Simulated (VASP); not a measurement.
# Ga2AsN (R-3m) in VASP: notebook

Runs on Ga2AsN. Level: PBE. Tasks: single point.

Program: VASP 6.6.1. These are calculated values, not measurements. Logs are shortened: lines on timing, memory, paths and dates and some standing lists are left out, and cuts for length are marked.

## 1. The cell of the first run

It takes space group R-3m (No. 166, trigonal). Conventional cell: a = 3.290 Å, b = 3.290 Å, c = 18.695 Å, α = 90.00°, β = 90.00°, γ = 120.00°. Within 3.0 Å of Ga (site symmetry 3m) lie 3 N at 2.24 Å and 3 As at 2.70 Å. As (site symmetry -3m) has 6 Ga at 2.70 Å and 6 As at 3.29 Å within 3.6 Å. Within 3.0 Å of N (site symmetry -3m) lie 6 Ga at 2.24 Å.

## 2. Single point, PBE

INCAR

```
SYSTEM = Ga2AsN
  PREC = Accurate
  ENCUT = 520
  EDIFF = 1E-6
  ISMEAR = 0
  SIGMA = 0.1
  LREAL = .False.
  LASPH = .True.
  NELM = 100
  ALGO = Normal
  ISIF = 2
  LWAVE = .False.
  LCHARG = .True.
  GGA = PE
  LELF = .True.
  LVHAR = .True.
  NBANDS = 26
```

KPOINTS

```
regular mesh
0
Gamma
  6 6 6
  0 0 0
```

POSCAR

```
Ga2AsN
1.0
    1.6448433946      0.9496507749      6.2318266437
   -1.6448433946      0.9496507749      6.2318266437
    0.0000000000     -1.8993015550      6.2318266429
Ga As N
2 1 1
Direct
    0.7694064562      0.7694064562      0.7694064562
    0.2305935438      0.2305935438      0.2305935438
    0.0000000000      0.0000000000      0.0000000000
    0.5000000000      0.5000000000      0.5000000000
```

Potentials or basis: VASP PAW PBE potentials, release 64 (Ga_d, As, N).

Command:

```
> cat potpaw_PBE.64/Ga_d/POTCAR potpaw_PBE.64/As/POTCAR potpaw_PBE.64/N/POTCAR > POTCAR
> mpirun -np 1 vasp_std > vasp.out
```

OUTCAR:

```text
SYSTEM = Ga2AsN
   PREC = Accurate
   ENCUT = 520
   EDIFF = 1E-6
   ISMEAR = 0
   LREAL = .False.
   LASPH = .True.
   NELM = 100
   ISIF = 2
   GGA = PE

 ion  position               nearest neighbor table
   1  0.769  0.769  0.769-   4 2.24   4 2.24   4 2.24   3 2.70   3 2.70   3 2.70
   2  0.231  0.231  0.231-   4 2.24   4 2.24   4 2.24   3 2.70   3 2.70   3 2.70
   3  0.000  0.000  0.000-   1 2.70   2 2.70   1 2.70   1 2.70   2 2.70   2 2.70
   4  0.500  0.500  0.500-   2 2.24   1 2.24   2 2.24   2 2.24   1 2.24   1 2.24

  LATTYP: Found a trigonal (rhomboedric) cell.
 ALAT       =     6.5148299828
 COS(alpha) =     0.8725109359

  Lattice vectors:

 A1 = (   1.6448433946,   0.9496507749,   6.2318266437)
 A2 = (  -1.6448433946,   0.9496507749,   6.2318266437)
 A3 = (   0.0000000000,  -1.8993015550,   6.2318266429)

Analysis of symmetry for initial positions (statically):
=====================================================================
 Subroutine PRICEL returns:
 Original cell was already a primitive cell.

 Routine SETGRP: Setting up the symmetry group for a
 trigonal (rhombohedral) supercell.

 Subroutine GETGRP returns: Found 12 space group operations
 (whereof 12 operations were pure point group operations)
 out of a pool of 12 trial point group operations.

The static configuration has the point symmetry D_3d.

Analysis of symmetry for dynamics (positions and initial velocities):
=====================================================================
 Subroutine PRICEL returns:
 Original cell was already a primitive cell.

 Routine SETGRP: Setting up the symmetry group for a
 trigonal (rhombohedral) supercell.

 Subroutine GETGRP returns: Found 12 space group operations
 (whereof 12 operations were pure point group operations)
 out of a pool of 12 trial point group operations.

The dynamic configuration has the point symmetry D_3d.

 Subroutine INISYM returns: Found 12 space group operations
 (whereof 12 operations are pure point group operations),
 and found     1 'primitive' translations

----------------------------------------------------------------------------------------

                                     Primitive cell

  volume of cell :      58.4057

  direct lattice vectors                    reciprocal lattice vectors
     1.644843395  0.949650775  6.231826644     0.303980307  0.175503112  0.053488865
    -1.644843395  0.949650775  6.231826644    -0.303980307  0.175503112  0.053488865
     0.000000000 -1.899301555  6.231826643     0.000000000 -0.351006224  0.053488865

  length of vectors
     6.514829983  6.514829983  6.514829983     0.355058345  0.355058345  0.355058345

  position of ions in fractional coordinates (direct lattice)
     0.769406456  0.769406456  0.769406456
     0.230593544  0.230593544  0.230593544
     0.000000000  0.000000000  0.000000000
     0.500000000  0.500000000  0.500000000

  ion indices of the primitive-cell ions
   primitive index   ion index
                 1           1
                 2           2
                 3           3
                 4           4

----------------------------------------------------------------------------------------

 KPOINTS: regular mesh

Automatic generation of k-mesh.
 Grid dimensions read from file:
 generate k-points for:    6    6    6

 Generating k-lattice:

  Cartesian coordinates                     Fractional coordinates (reciprocal lattice)
     0.050663384  0.029250519  0.008914811     0.166666667  0.000000000  0.000000000
    -0.050663384  0.029250519  0.008914811     0.000000000  0.166666667  0.000000000
     0.000000000 -0.058501037  0.008914811     0.000000000  0.000000000  0.166666667

  Length of vectors
     0.059176391  0.059176391  0.059176391

  Shift w.r.t. Gamma in fractional coordinates (k-lattice)
     0.000000000  0.000000000  0.000000000

 Subroutine IBZKPT returns following result:
 ===========================================

 Found     32 irreducible k-points:

 Following reciprocal coordinates:
            Coordinates               Weight
  0.000000  0.000000  0.000000      1.000000
  0.166667 -0.000000 -0.000000      6.000000
  0.333333 -0.000000  0.000000      6.000000
  0.500000  0.000000  0.000000      3.000000
  0.166667  0.166667 -0.000000      6.000000
  0.333333  0.166667  0.000000     12.000000
[... 16 lines left out ...]
  0.500000  0.500000  0.166667      6.000000
 -0.333333  0.500000  0.166667     12.000000
 [... further k-points ...]
   k-points           NKPTS =     32   k-points in BZ     NKDIM =     32   number of bands    NBANDS=     26
   number of dos      NEDOS =    301   number of ions     NIONS =      4
   total plane-waves  NPLWV = 110592
   dimension x,y,z NGX =    48 NGY =   48 NGZ =   48
   dimension x,y,z NGXF=    96 NGYF=   96 NGZF=   96
   ions per type =               2   1   1
   NGX,Y,Z   is equivalent  to a cutoff of  12.25, 12.25, 12.25 a.u.
   NGXF,Y,Z  is equivalent  to a cutoff of  24.50, 24.50, 24.50 a.u.
 SYSTEM =  Ga2AsN
   PREC   = accura    normal or accurate (medium, high low for compatibility)
   ISTART =      0    job   : 0-new  1-cont  2-samecut
   ICHARG =      2    charge: 1-file 2-atom 10-const
   ISPIN  =      1    spin polarized calculation?
   LNONCOLLINEAR =      F non collinear calculations
   LSORBIT =      F    spin-orbit coupling
   LASPH  =      T    aspherical Exc in radial PAW
   ENCUT  =  520.0 eV  38.22 Ry    6.18 a.u.  12.11 12.11 12.11*2*pi/ulx,y,z
   NELM   =    100;   NELMIN=  2; NELMDL= -5     # of ELM steps
   EDIFF  = 0.1E-05   stopping-criterion for ELM
   LREAL  =      F    real-space projection
   EDIFFG = 0.1E-04   stopping-criterion for IOM
   NSW    =      0    number of steps for IOM
   IBRION =     -1    ionic relax: 0-MD 1-quasi-New 2-CG
   NFREE  =      0    steps in history (QN), initial steepest desc. (CG)
   ISIF   =      2    stress and relaxation
   ISYM   =      2    0-nonsym 1-usesym 2-fastsym
   POTIM  = 0.5000    time-step for ionic-motion
   TEBEG  =    0.0;   TEEND  =   0.0 temperature during run
   PSTRESS=    0.0 pullay stress
   NELECT =      36.0000    total number of electrons
   NUPDOWN=      -1.0000    fix difference up-down
   EMIN   =  10.00;   EMAX   =-10.00  energy-range for DOS
   EFERMI =   0.00;   METHOD = LEGACY
   ISMEAR =     0;   SIGMA  =   0.10  broadening in eV -4-tet -1-fermi 0-gaus
   EFERMI_NEDOS =   21; number of points for ismear=-14 and -15
   IALGO  =     38    algorithm
   IMIX   =      4    mixing-type and parameters
     AMIX     =   0.40;   BMIX     =  1.00
     AMIX_MAG =   1.60;   BMIX_MAG =  1.00
  volume/ion in A,a.u.               =      14.60        98.54
  Fermi-wavevector in a.u.,A,eV,Ry     =   1.393234  2.632830 26.410270  1.941100
  Thomas-Fermi vector in A             =   2.516900
   LORBIT       =      0    0 simple, 1 ext, 2 COOP (PROOUT), +10 PAW based schemes
   GGA     = PE    functional components
   LHFCALC =     F    Hartree Fock is set to
   AEXX    =    0.0000 exact exchange contribution
   IVDW    =     0    specifies the selected vdW correction
   LEPSILON=     F    determine dielectric tensor
   LRPA    =     F    only Hartree local field effects (RPA)
 non-spin polarized calculation
 Gauss-broadening in eV      SIGMA  =   0.10
  energy-cutoff  :      520.00
  volume of cell :       58.41
 maximum number of plane-waves:      1586
   NGX = 25   NGY = 25   NGZ = 25

 number of electron      36.0000008 magnetization

 Free energy of the ion-electron system (eV)
  ---------------------------------------------------
  ext. energy  EPLUGINS =         0.00000000
  ---------------------------------------------------
  free energy    TOTEN  =       -17.92406202 eV

  energy without entropy =      -17.91940290  energy(sigma->0) =      -17.92173246

 E-fermi :   6.9459     XC(G=0): -11.4743

 val. band max:        6.9029937166   @ k =   0.3333   0.3333   0.3333
 cond. band min:       6.9572588428   @ k =  -0.1667   0.1667   0.1667
 fundamental gap:      0.0542651262
 Fermi energy:         6.9459307872

 k-point     1 :       0.0000    0.0000    0.0000
  band No.  band energies     occupation
      1      -9.4789      2.00000
      2      -8.4200      2.00000
      3      -8.4200      2.00000
      4      -8.4000      2.00000
      5      -8.3587      2.00000
      6      -8.3587      2.00000
[... 18 lines left out ...]
     25      16.6444      0.00000
     26      16.7371      0.00000

 k-point     2 :       0.1667   -0.0000   -0.0000
  band No.  band energies     occupation
      1      -9.3274      2.00000
      2      -8.3998      2.00000
      3      -8.3953      2.00000
      4      -8.3736      2.00000
      5      -8.3491      2.00000
      6      -8.3453      2.00000
[... 18 lines left out ...]
     25      14.4833      0.00000
     26      15.5675      0.00000

 k-point     3 :       0.3333   -0.0000    0.0000
  band No.  band energies     occupation
      1      -9.2263      2.00000
      2      -8.4199      2.00000
      3      -8.4012      2.00000
      4      -8.3964      2.00000
      5      -8.3681      2.00000
      6      -8.3034      2.00000
[... 18 lines left out ...]
     25      14.7241      0.00000
     26      14.9786      0.00000

 k-point     4 :       0.5000    0.0000    0.0000
  band No.  band energies     occupation
      1      -9.2276      2.00000
      2      -8.4418      2.00000
      3      -8.4210      2.00000
      4      -8.4044      2.00000
      5      -8.3872      2.00000
      6      -8.2799      2.00000
[... 18 lines left out ...]
     25      14.5297      0.00000
     26      14.7362      0.00000
[... 496 lines left out ...]
      1      -9.2193      2.00000
      2      -8.4291      2.00000
      3      -8.4002      2.00000
      4      -8.3922      2.00000
      5      -8.3719      2.00000
      6      -8.3098      2.00000
[... 18 lines left out ...]
     25      14.3361      0.00000
     26      15.2914      0.00000

 k-point    23 :       0.5000    0.5000    0.1667
  band No.  band energies     occupation
      1      -9.2317      2.00000
      2      -8.4319      2.00000
      3      -8.4036      2.00000
      4      -8.3906      2.00000
      5      -8.3782      2.00000
      6      -8.2976      2.00000
[... 18 lines left out ...]
     25      14.4722      0.00000
     26      16.1777      0.00000

 k-point    24 :      -0.3333    0.5000    0.1667
  band No.  band energies     occupation
      1      -9.2210      2.00000
      2      -8.4616      2.00000
      3      -8.3979      2.00000
      4      -8.3843      2.00000
      5      -8.3735      2.00000
      6      -8.3139      2.00000
[... 18 lines left out ...]
     25      14.7205      0.00000
     26      15.9165      0.00000

 [... further k-points ...]
[... 5 lines left out ...]
  --------------------------------------------------------------------------------------
  -------------------------------------------------------------------------------------
  Total        0.0643077      0.0643077      0.1650062      0.0000000     -0.0000000      0.0000000
  in kB        1.7640799      1.7640799      4.5264283      0.0000000     -0.0000000      0.0000000
  external PRESSURE =       2.6848627 kB  Pullay stress =       0.0000000 kB

 VOLUME and BASIS-vectors are now :
 -----------------------------------------------------------------------------
  energy-cutoff  :      520.00
  volume of cell :       58.41
      direct lattice vectors                 reciprocal lattice vectors
     1.644843395  0.949650775  6.231826644     0.303980307  0.175503112  0.053488865
    -1.644843395  0.949650775  6.231826644    -0.303980307  0.175503112  0.053488865
     0.000000000 -1.899301555  6.231826643     0.000000000 -0.351006224  0.053488865

 POSITION                                       TOTAL-FORCE (eV/Angst)
 -----------------------------------------------------------------------------------
      0.00000     -0.00000     14.38442         0.000000      0.000000     -0.017650
      0.00000     -0.00000      4.31106         0.000000     -0.000000      0.017650
      0.00000      0.00000      0.00000         0.000000     -0.000000      0.000000
      0.00000     -0.00000      9.34774         0.000000     -0.000000      0.000000
 -----------------------------------------------------------------------------------
    total drift:                                0.000000      0.000000      0.000000

  FREE ENERGIE OF THE ION-ELECTRON SYSTEM (eV)
  ---------------------------------------------------
  free  energy   TOTEN  =       -17.9240620163 eV

  energy  without entropy=      -17.9194029022  energy(sigma->0) =      -17.92173246
```

It took 3 min on 1 thread of AMD EPYC 7R43 (Zen 3), shared host; peak memory 0.29 GiB.

What came out:

- Free energy: -17.9241 eV
- Pressure: 0.3 GPa
- Largest force: 0.018 eV/Å
- Band gap on the k mesh: zero (band 18 reaches 9.11 eV, above the bottom of band 19 at 6.07 eV)

Forces on the atoms (eV/Å):
```
Ga   0.000  0.000 -0.018
Ga   0.000  0.000  0.018
As   0.000  0.000  0.000
N    0.000  0.000  0.000
```

Caveat: the k points lie up to 0.37 Å⁻¹ apart.

## 3. Single point, PBE

This run uses another cell than the first one, of 17.81 Å³/atom, 1.220 times its volume.

INCAR

```
SYSTEM = Ga2AsN
PREC = Accurate
ENCUT = 520
EDIFF = 1E-6
ISMEAR = 0
SIGMA = 0.1
LREAL = .FALSE.
LASPH = .TRUE.
NELM = 100
ALGO = Normal
ISIF = 2
LWAVE = .FALSE.
LCHARG = .FALSE.
GGA = PE
NBANDS = 26
```

KPOINTS

```
regular mesh
0
G
  6 6 6
  0 0 0
```

POSCAR

```
Ga2AsN
1.0
    1.8467184000      1.0662033600      6.0313570300
   -1.8467184000      1.0662033600      6.0313570300
    0.0000000000     -2.1324067300      6.0313570300
Ga As N
2 1 1
Direct
    0.7500000000      0.7500000000      0.7500000000
    0.2500000000      0.2500000000      0.2500000000
    0.0000000000      0.0000000000      0.0000000000
    0.5000000000      0.5000000000      0.5000000000
```

Potentials or basis: VASP PAW PBE potentials, release 64 (Ga_d, As, N).

Command:

```
> cat potpaw_PBE.64/Ga_d/POTCAR potpaw_PBE.64/As/POTCAR potpaw_PBE.64/N/POTCAR > POTCAR
> mpirun -np 1 vasp_std > vasp.out
```

Run time: 3.2 min. Hardware: 1 thread of AMD EPYC 7R43 (Zen 3), shared host; peak memory 0.3 GiB.

It converged, with:

```
Free energy            : -16.2488 eV
Pressure               : -9.9 GPa
Largest force          : 2.264 eV/Å
Band gap on the k mesh : zero (band 18 reaches 4.39 eV, above the bottom of band 19 at 3.50 eV)
```

Forces on the atoms (eV/Å):
```
Ga   0.000  0.000  2.264
Ga   0.000  0.000 -2.264
As   0.000  0.000  0.000
N    0.000  0.000  0.000
```

Stress tensor (GPa, compression positive):
```
 -9.66   0.00   0.00
  0.00  -9.66   0.00
  0.00   0.00 -10.26
```

Levels at points of the mesh, in eV from the Fermi level:
```csv
k point,band 15,band 16,band 17,band 18,band 19,band 20,band 21,band 22
"(0.00, 0.00, 0.00)",-0.26,-0.26,-0.13,0.40,0.40,3.14,4.26,4.26
"(0.50, 0.00, 0.00)",-2.97,-2.04,-1.41,-1.01,0.04,1.17,4.42,5.51
"(0.50, 0.50, 0.00)",-3.01,-2.01,-1.86,-0.01,0.01,2.65,3.98,4.38
"(0.50, 0.50, 0.50)",-0.29,-0.29,0.35,0.35,2.07,2.32,4.68,4.94
```

Caveat: forces of over 1 eV/Å act on the atoms, so gaps and moduli don't describe the material at rest.
